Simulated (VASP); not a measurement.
Write the native input for VASP 6.6.1 that does the following.

- Task: single point
- Functional: PBE
- Potentials or basis: VASP PAW PBE potentials, release 64 (Cu, O)
- Cutoff: 520 eV
- k mesh: 18 × 18 × 18
- Occupations: gaussian, width 0.1 eV
- Spin: no spin polarisation
- Dipole correction: no
- Further INCAR settings: ALGO = Normal; EDIFF = 1e-06; NBANDS = 16

The structure of CuO lies in POSCAR:

```
CuO
1.0
    0.0000000000      2.1885865368      2.1885865368
    2.1885865368      0.0000000000      2.1885865368
    2.1885865368      2.1885865368      0.0000000000
Cu O
1 1
Direct
    0.0000000000      0.0000000000      0.0000000000
    0.5000000000      0.5000000000      0.5000000000
```

This cell differs from its parent crystal: strained.

These files were run (other wordings do the same):

INCAR

```
SYSTEM = CuO
ALGO = Normal
EDIFF = 1E-6
ENCUT = 520
GGA = PE
ISIF = 2
ISMEAR = 0
LASPH = .TRUE.
LCHARG = .TRUE.
LELF = .TRUE.
LREAL = .FALSE.
LVHAR = .TRUE.
LWAVE = .FALSE.
NBANDS = 16
NELM = 100
PREC = Accurate
SIGMA = 0.1
```

KPOINTS

```
k-points
0
G
  18 18 18
  0 0 0
```

Potentials or basis: VASP PAW PBE potentials, release 64 (Cu, O).

Launch:

```sh
$ cat potpaw_PBE.64/Cu/POTCAR potpaw_PBE.64/O/POTCAR > POTCAR
$ mpirun -np 1 vasp_std > vasp.out
```

Results of the run:

```yaml
Pressure: -13.1 GPa
```

Caveat: the cell differs from its parent crystal (strained); an odd number of electrons without spin polarisation forces a metal; a magnetic or distorted state may lie lower.

Run time: 34 s on 1 thread of Intel(R) Xeon(R) Platinum 8488C (Sapphire Rapids) (shared host), peak memory 0.19 GiB.
